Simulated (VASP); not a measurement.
Crystal: SiO2.

```
Si O
1.0
     0.00000    2.26417    2.26417
     2.35225    0.00000    2.26417
     2.35225    2.26417    0.00000
Si O
1 2
Cartesian
  0.0000 0.0000 0.0000
  1.1761 1.1321 1.1321
  3.5284 3.3963 3.3963
```

This cell differs from its parent crystal: uniaxial x strain +3.9%.

Base run:

- Program: VASP 6.6.1
- Functional: r2SCAN
- Potentials or basis: VASP PAW PBE potentials, release 64 (Si, O)
- Cutoff: 520 eV
- k mesh: 10 × 10 × 10
- Occupations: gaussian, width 0.01 eV
- Spin: no spin polarisation

Its results: band gap on the k mesh 2.11 eV (least direct gap 2.19 eV); pressure -9.8 GPa.

Task: The run is repeated on the same cell with these changes: functional from r2SCAN to PBE; occupations from gaussian, width 0.01 eV to fermi-dirac, width 0.02 eV. What comes out?

Result: Band gap on the k mesh 1.45 eV (least direct gap 1.60 eV); pressure -0.1 GPa.

Caveats: the cell stands under tension (at least some runs); the PAW data sets were made with another functional, which shifts forces and pressure a little (at least some runs).

A k mesh can miss the band edges.
